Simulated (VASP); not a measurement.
K, 3 atoms in the cell. Symmetry: Im-3m, No. 229, cubic system. Conventional cell: a = 8.266 Å, b = 8.266 Å, c = 8.266 Å, α = 90.00°, β = 90.00°, γ = 90.00°. K (site symmetry 4/mmm) has 4 K at 4.13 Å within 5.4 Å. 

| Quantity | Value |
| --- | --- |
| Program | VASP 6.6.1 |
| Task | single point |
| Functional | PBE |
| Potentials or basis | VASP PAW PBE potentials, release 64 (K_sv) |
| Cutoff | 520 eV |
| k mesh | 8 × 8 × 8 |
| Occupations | gaussian, width 0.1 eV |
| Spin | no spin polarisation |
| Dipole correction | no |
| Further INCAR settings | ALGO = Fast; EDIFF = 1e-07; NBANDS = 20 |

Potentials or basis: VASP PAW PBE potentials, release 64 (K_sv).

Command:

```console
$ cat potpaw_PBE.64/K_sv/POTCAR > POTCAR
$ mpirun -np 1 vasp_std > vasp.out
```

Hardware: 1 thread of Oxide Virtual Turin-like Processor (shared host).

Problem. Estimate the wall time of this run.

Solution. Wall time 5.8 min on 1 thread of Oxide Virtual Turin-like Processor, on a shared host, peak memory 0.42 GiB. Counts: scf iterations 17, k points 29.
